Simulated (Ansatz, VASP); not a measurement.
One calculation of As, two programs

```
As
1.0
     3.72788    0.00000    0.00000
    -1.86394    3.22844    0.00000
     0.00000    0.00000    8.96873
As
4
Direct
  0.00000 0.00000 0.77758
  0.00000 0.00000 0.22242
  0.33333 0.66667 0.62968
  0.66667 0.33333 0.37032
```

Alike in both runs: functional PBE; k mesh 6 × 6 × 4; occupations gaussian, width 0.1 eV; no spin polarisation.

Ansatz relaxed the structure, and its values are those at the end. VASP's run is a single point on that final structure, the one shown.

```csv
,VASP,Ansatz
version,VASP 6.6.1,Ansatz 0.2.0
potentials or method,"VASP PAW PBE potentials, release 64 (As_d), cutoff 510 eV","scalar-relativistic, plane waves, PAW"
valence electrons in the cell,60,60
```

```tsv
	VASP	Ansatz	Ansatz less VASP
gap on the k mesh at the Fermi level (eV)	0.20	0.19	-0.009
least direct gap on the mesh (eV)	0.40	0.40	-0.009
pressure (GPa)	0.2	0.1	-0.10
rms of the force components (eV/Å)	0.020	0.009	-0.0108
```
